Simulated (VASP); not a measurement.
# Ta4W (R-3m) in VASP: single point with PBE

Aim: the single point of Ta4W with PBE.

All numbers are computed with VASP 6.6.1; they aren't measurements. Logs are shortened: lines on timing, memory, paths and dates and some standing lists are left out, and cuts for length are marked.

## (1) The cell of the first run

It takes space group R-3m (No. 166, trigonal). Conventional cell: a = 4.646 Å, b = 4.646 Å, c = 14.264 Å, α = 90.00°, β = 90.00°, γ = 120.00°. Ta (site symmetry 3m) has 3 W at 2.83 Å and 11 Ta at 2.88 to 3.27 Å within 3.7 Å. Ta (site symmetry 3m) has 4 W at 2.79 to 3.32 Å and 10 Ta at 2.81 to 3.27 Å within 3.7 Å. W (site symmetry -3m) has 14 Ta at 2.79 to 3.32 Å within 3.7 Å.

## (2) Single point, PBE

Input file INCAR:

```
PREC = Accurate ; ENCUT = 520
EDIFF = 1E-6 ; ISMEAR = 0
SIGMA = 0.2 ; LREAL = F
LASPH = T ; NELM = 80
ALGO = Fast ; ISIF = 2
LWAVE = F ; LCHARG = F
GGA = PE ; NBANDS = 69
```

Input file KPOINTS:

```
regular mesh
0
Gamma
  6 6 4
```

Input file POSCAR:

```
Ta4W
1.0
   -2.3230572002      4.0236530996      0.0000000000
    2.3230572002     -1.3412176999     -4.7545499000
   -6.9691716006     -4.0236530996      0.0000000000
Ta W
8 2
Direct
    0.6537305000      0.3074610000      0.5512435000
    0.1537305000      0.3074610000      0.0512435000
    0.8462695000      0.6925390000      0.9487565000
    0.3462695000      0.6925390000      0.4487565000
    0.9565850000      0.9131700000      0.6521950000
    0.4565850000      0.9131700000      0.1521950000
    0.5434150000      0.0868300000      0.8478050000
    0.0434150000      0.0868300000      0.3478050000
    0.2500000000      0.5000000000      0.7500000000
    0.7500000000      0.5000000000      0.2500000000
```

Potentials or basis: VASP PAW PBE potentials, release 64 (Ta_pv, W_sv).

On the command line:

```console
> cat potpaw_PBE.64/Ta_pv/POTCAR potpaw_PBE.64/W_sv/POTCAR > POTCAR
> mpirun -np 1 vasp_std > vasp.out
```

OUTCAR:

```text
PREC = Accurate
   ENCUT = 520
   EDIFF = 1E-6
   ISMEAR = 0
   LREAL = F
   LASPH = T
   NELM = 80
   ISIF = 2
   GGA = PE

 ion  position               nearest neighbor table
   1  0.654  0.307  0.551-   9 2.83  10 2.83   9 2.83   5 2.88   8 2.88   8 2.88   7 2.88   4 2.92
                             4 3.25   4 3.25   3 3.25   5 3.27   6 3.27   5 3.27
   2  0.154  0.307  0.051-  10 2.83   9 2.83  10 2.83   6 2.88   7 2.88   7 2.88   8 2.88   3 2.92
                             3 3.25   3 3.25   4 3.25   6 3.27   5 3.27   6 3.27
   3  0.846  0.693  0.949-   9 2.83  10 2.83   9 2.83   7 2.88   6 2.88   6 2.88   5 2.88   2 2.92
                             2 3.25   2 3.25   1 3.25   7 3.27   8 3.27   7 3.27
   4  0.346  0.693  0.449-  10 2.83   9 2.83  10 2.83   8 2.88   5 2.88   5 2.88   6 2.88   1 2.92
                             1 3.25   1 3.25   2 3.25   8 3.27   7 3.27   8 3.27
   5  0.957  0.913  0.652-   9 2.79   7 2.81   8 2.81   7 2.81   1 2.88   4 2.88   4 2.88   3 2.88
                             1 3.27   2 3.27   1 3.27   9 3.32  10 3.32   9 3.32
   6  0.457  0.913  0.152-  10 2.79   8 2.81   7 2.81   8 2.81   2 2.88   3 2.88   3 2.88   4 2.88
                             2 3.27   1 3.27   2 3.27  10 3.32   9 3.32  10 3.32
   7  0.543  0.087  0.848-   9 2.79   5 2.81   6 2.81   5 2.81   3 2.88   2 2.88   2 2.88   1 2.88
                             3 3.27   4 3.27   3 3.27   9 3.32  10 3.32   9 3.32
   8  0.043  0.087  0.348-  10 2.79   6 2.81   5 2.81   6 2.81   4 2.88   1 2.88   1 2.88   2 2.88
                             4 3.27   3 3.27   4 3.27  10 3.32   9 3.32  10 3.32
   9  0.250  0.500  0.750-   7 2.79   5 2.79   3 2.83   1 2.83   4 2.83   2 2.83   3 2.83   1 2.83
                             5 3.32   7 3.32   8 3.32   6 3.32   5 3.32   7 3.32
  10  0.750  0.500  0.250-   8 2.79   6 2.79   4 2.83   2 2.83   1 2.83   3 2.83   4 2.83   2 2.83
                             6 3.32   8 3.32   7 3.32   5 3.32   8 3.32   6 3.32

  LATTYP: Found a base centered monoclinic cell.
 ALAT       =     9.8802043845
 B/A-ratio  =     0.4702447662
 C/A-ratio  =     0.8144878270
 COS(beta)  =    -0.2714959423

  Lattice vectors:

 A1 = (   0.0000000000,   2.6824353997,  -4.7545499000)
 A2 = (   2.3230572002,  -1.3412176999,  -4.7545499000)
 A3 = (  -6.9691716006,  -4.0236530996,   0.0000000000)

Analysis of symmetry for initial positions (statically):
=====================================================================
 Subroutine PRICEL returns following result:

  LATTYP: Found a trigonal (rhomboedric) cell.
 ALAT       =     5.4590479413
 COS(alpha) =     0.6378270705

  Lattice vectors:

 A1 = (   2.3230572002,  -1.3412176999,  -4.7545499000)
 A2 = (  -2.3230572002,  -1.3412176999,  -4.7545499000)
 A3 = (  -0.0000000000,   2.6824353997,  -4.7545499000)

   2 primitive cells build up your supercell.

 Routine SETGRP: Setting up the symmetry group for a
 base centered monoclinic supercell.

 Subroutine GETGRP returns: Found  4 space group operations
 (whereof  4 operations were pure point group operations)
 out of a pool of  4 trial point group operations.

The static configuration has the point symmetry C_2h.

Analysis of symmetry for dynamics (positions and initial velocities):
=====================================================================
 Subroutine PRICEL returns following result:

  LATTYP: Found a trigonal (rhomboedric) cell.
 ALAT       =     5.4590479413
 COS(alpha) =     0.6378270705

  Lattice vectors:

 A1 = (   2.3230572002,  -1.3412176999,  -4.7545499000)
 A2 = (  -2.3230572002,  -1.3412176999,  -4.7545499000)
 A3 = (  -0.0000000000,   2.6824353997,  -4.7545499000)

   2 primitive cells build up your supercell.

 Routine SETGRP: Setting up the symmetry group for a
 base centered monoclinic supercell.

 Subroutine GETGRP returns: Found  4 space group operations
 (whereof  4 operations were pure point group operations)
 out of a pool of  4 trial point group operations.

The dynamic configuration has the point symmetry C_2h.

 Subroutine INISYM returns: Found  4 space group operations
 (whereof  4 operations are pure point group operations),
 and found     2 'primitive' translations

----------------------------------------------------------------------------------------

                                     Primitive cell

  volume of cell :      88.8832

  direct lattice vectors                    reciprocal lattice vectors
     2.323057200 -1.341217700 -4.754549900     0.215233615 -0.124265186 -0.070108284
    -2.323057200 -1.341217700 -4.754549900    -0.215233615 -0.124265186 -0.070108284
[... 28 lines left out ...]
 Generating k-lattice:

  Cartesian coordinates                     Fractional coordinates (reciprocal lattice)
    -0.017936135  0.031066296 -0.017527071     0.166666667 -0.000000000  0.000000000
     0.000000000  0.000000000 -0.035054142     0.000000000  0.166666667  0.000000000
    -0.026904202 -0.015533148 -0.008763535     0.000000000 -0.000000000  0.250000000

  Length of vectors
     0.039925154  0.035054142  0.032278698

  Shift w.r.t. Gamma in fractional coordinates (k-lattice)
     0.000000000  0.000000000  0.000000000

 Subroutine IBZKPT returns following result:
 ===========================================

 Found     47 irreducible k-points:

 Following reciprocal coordinates:
            Coordinates               Weight
  0.000000  0.000000  0.000000      1.000000
  0.166667  0.000000  0.000000      4.000000
  0.333333  0.000000  0.000000      4.000000
  0.500000  0.000000  0.000000      2.000000
  0.000000  0.166667  0.000000      2.000000
  0.166667  0.166667  0.000000      4.000000
[... 16 lines left out ...]
  0.500000  0.166667  0.250000      4.000000
 -0.333333  0.166667  0.250000      4.000000
 [... further k-points ...]
   k-points           NKPTS =     47   k-points in BZ     NKDIM =     47   number of bands    NBANDS=     69
   number of dos      NEDOS =    301   number of ions     NIONS =     10
   total plane-waves  NPLWV =  90720
   dimension x,y,z NGX =    36 NGY =   42 NGZ =   60
   dimension x,y,z NGXF=    72 NGYF=   84 NGZF=  120
   ions per type =               8   2
   NGX,Y,Z   is equivalent  to a cutoff of  12.88, 12.79, 12.40 a.u.
   NGXF,Y,Z  is equivalent  to a cutoff of  25.76, 25.58, 24.79 a.u.
 SYSTEM =  unknown system
   PREC   = accura    normal or accurate (medium, high low for compatibility)
   ISTART =      0    job   : 0-new  1-cont  2-samecut
   ICHARG =      2    charge: 1-file 2-atom 10-const
   ISPIN  =      1    spin polarized calculation?
   LNONCOLLINEAR =      F non collinear calculations
   LSORBIT =      F    spin-orbit coupling
   LASPH  =      T    aspherical Exc in radial PAW
   ENCUT  =  520.0 eV  38.22 Ry    6.18 a.u.   8.64 10.15 14.96*2*pi/ulx,y,z
   NELM   =     80;   NELMIN=  2; NELMDL= -5     # of ELM steps
   EDIFF  = 0.1E-05   stopping-criterion for ELM
   LREAL  =      F    real-space projection
   EDIFFG = 0.1E-04   stopping-criterion for IOM
   NSW    =      0    number of steps for IOM
   IBRION =     -1    ionic relax: 0-MD 1-quasi-New 2-CG
   NFREE  =      0    steps in history (QN), initial steepest desc. (CG)
   ISIF   =      2    stress and relaxation
   ISYM   =      2    0-nonsym 1-usesym 2-fastsym
   POTIM  = 0.5000    time-step for ionic-motion
   TEBEG  =    0.0;   TEEND  =   0.0 temperature during run
   PSTRESS=    0.0 pullay stress
   NELECT =     116.0000    total number of electrons
   NUPDOWN=      -1.0000    fix difference up-down
   EMIN   =  10.00;   EMAX   =-10.00  energy-range for DOS
   EFERMI =   0.00;   METHOD = LEGACY
   ISMEAR =     0;   SIGMA  =   0.20  broadening in eV -4-tet -1-fermi 0-gaus
   EFERMI_NEDOS =   21; number of points for ismear=-14 and -15
   IALGO  =     68    algorithm
   IMIX   =      4    mixing-type and parameters
     AMIX     =   0.40;   BMIX     =  1.00
     AMIX_MAG =   1.60;   BMIX_MAG =  1.00
  volume/ion in A,a.u.               =      17.78       119.96
  Fermi-wavevector in a.u.,A,eV,Ry     =   1.419965  2.683344 27.433424  2.016300
  Thomas-Fermi vector in A             =   2.540930
   LORBIT       =      0    0 simple, 1 ext, 2 COOP (PROOUT), +10 PAW based schemes
   GGA     = PE    functional components
   LHFCALC =     F    Hartree Fock is set to
   AEXX    =    0.0000 exact exchange contribution
   IVDW    =     0    specifies the selected vdW correction
   LEPSILON=     F    determine dielectric tensor
   LRPA    =     F    only Hartree local field effects (RPA)
 non-spin polarized calculation
 RMM-DIIS sequential band-by-band and
 Gauss-broadening in eV      SIGMA  =   0.20
  energy-cutoff  :      520.00
  volume of cell :      177.77
 maximum number of plane-waves:      4811
 NGX is ok and might be reduce to    36
   NGX = 17   NGY = 21   NGZ = 29

 number of electron     116.0000008 magnetization

 Free energy of the ion-electron system (eV)
  ---------------------------------------------------
  ext. energy  EPLUGINS =         0.00000000
  ---------------------------------------------------
  free energy    TOTEN  =      -120.96629921 eV

  energy without entropy =     -120.76225312  energy(sigma->0) =     -120.86427617

 E-fermi :   6.3219     XC(G=0): -12.7465

 val. band max:        6.3103976964   @ k =   0.3333   0.0000   0.0000
 cond. band min:       6.3262343975   @ k =   0.1667   0.3333   0.0000
 fundamental gap:      0.0158367011
 Fermi energy:         6.3219294599

 k-point     1 :       0.0000    0.0000    0.0000
  band No.  band energies     occupation
      1     -66.8373      2.00000
      2     -66.8372      2.00000
      3     -31.0977      2.00000
      4     -31.0940      2.00000
      5     -31.0884      2.00000
      6     -31.0870      2.00000
[... 1717 lines left out ...]
     68       9.1170      0.00000
     69       9.3569      0.00000

 [... further k-points ...]
[... 5 lines left out ...]
  --------------------------------------------------------------------------------------
  -------------------------------------------------------------------------------------
  Total        0.3621321      0.2567316      0.2385592      0.0912795      0.1034581      0.1791947
  in kB        3.2638320      2.3138762      2.1500915      0.8226858      0.9324489      1.6150498
  external PRESSURE =       2.5759332 kB  Pullay stress =       0.0000000 kB

 VOLUME and BASIS-vectors are now :
 -----------------------------------------------------------------------------
  energy-cutoff  :      520.00
  volume of cell :      177.77
      direct lattice vectors                 reciprocal lattice vectors
    -2.323057200  4.023653100  0.000000000    -0.107616808  0.186397779 -0.105162426
     2.323057200 -1.341217700 -4.754549900     0.000000000  0.000000000 -0.210324851
    -6.969171601 -4.023653100  0.000000000    -0.107616808 -0.062132593 -0.035054142

 POSITION                                       TOTAL-FORCE (eV/Angst)
 -----------------------------------------------------------------------------------
     -4.64611     -0.00000     -1.46184         0.005878      0.003394      0.015507
      0.00000     -0.00000     -1.46184         0.005878      0.003394      0.015507
     -6.96917     -1.34122     -3.29271        -0.005878     -0.003394     -0.015507
     -2.32306     -1.34122     -3.29271        -0.005878     -0.003394     -0.015507
     -4.64611     -0.00000     -4.34171         0.003686      0.002128     -0.001570
      0.00000     -0.00000     -4.34171         0.003686      0.002128     -0.001570
     -6.96917     -1.34122     -0.41284        -0.003686     -0.002128      0.001570
     -2.32306     -1.34122     -0.41284        -0.003686     -0.002128      0.001570
     -4.64611     -2.68244     -2.37727         0.000000     -0.000000      0.000000
     -2.32306      1.34122     -2.37727        -0.000000      0.000000      0.000000
 -----------------------------------------------------------------------------------
    total drift:                               -0.000000     -0.000000     -0.000000

  FREE ENERGIE OF THE ION-ELECTRON SYSTEM (eV)
  ---------------------------------------------------
  free  energy   TOTEN  =      -120.9662992092 eV

  energy  without entropy=     -120.7622531220  energy(sigma->0) =     -120.86427617
```

Run time: 9.9 min. Hardware: 1 thread of Intel Xeon Platinum 8259CL at 2.50GHz (Skylake/Cascade Lake), shared host; peak memory 0.56 GiB.

Results:

```yaml
Free_energy: -120.9663 eV
Pressure: 0.3 GPa
Largest_force: 0.017 eV/Å
Band_gap_on_the_k_mesh: zero (bands 58 and 59 overlap by 0.70 eV)
```

Forces in eV/Å, atoms in the order of the input:
```
Ta   0.006  0.003  0.016
Ta   0.006  0.003  0.016
Ta  -0.006 -0.003 -0.016
Ta  -0.006 -0.003 -0.016
Ta   0.004  0.002 -0.002
Ta   0.004  0.002 -0.002
Ta  -0.004 -0.002  0.002
Ta  -0.004 -0.002  0.002
W    0.000  0.000  0.000
W    0.000  0.000  0.000
```

Stress tensor (GPa, compression positive):
```
0.33 0.08 0.16
0.08 0.23 0.09
0.16 0.09 0.22
```

Levels at points of the mesh, in eV from the Fermi level:
| k point | band 54 | band 55 | band 56 | band 57 | band 58 | band 59 | band 60 | band 61 | band 62 | band 63 |
| --- | --- | --- | --- | --- | --- | --- | --- | --- | --- | --- |
| (0.00, 0.00, 0.00) | -0.88 | -0.78 | -0.48 | -0.42 | -0.27 | 0.23 | 0.53 | 0.53 | 0.66 | 1.47 |
| (0.50, 0.00, 0.00) | -0.64 | -0.42 | -0.42 | -0.36 | -0.36 | -0.07 | -0.07 | 0.34 | 0.34 | 2.15 |
| (0.00, 0.50, 0.00) | -1.02 | -0.88 | -0.88 | -0.55 | -0.55 | 0.21 | 0.90 | 1.51 | 2.09 | 2.11 |
| (0.00, 0.00, 0.50) | -0.35 | 0.19 | 0.19 | 0.32 | 0.32 | 0.35 | 0.35 | 0.92 | 0.92 | 1.36 |
| (0.50, 0.00, 0.50) | -1.02 | -0.88 | -0.48 | -0.42 | 0.21 | 0.23 | 0.90 | 1.47 | 1.48 | 1.51 |
| (0.00, 0.50, 0.50) | -0.69 | -0.57 | -0.57 | -0.22 | -0.22 | 0.37 | 0.37 | 2.28 | 2.28 | 3.00 |

Caveat: spin-orbit coupling is left out, which moves the levels of the heavy elements.
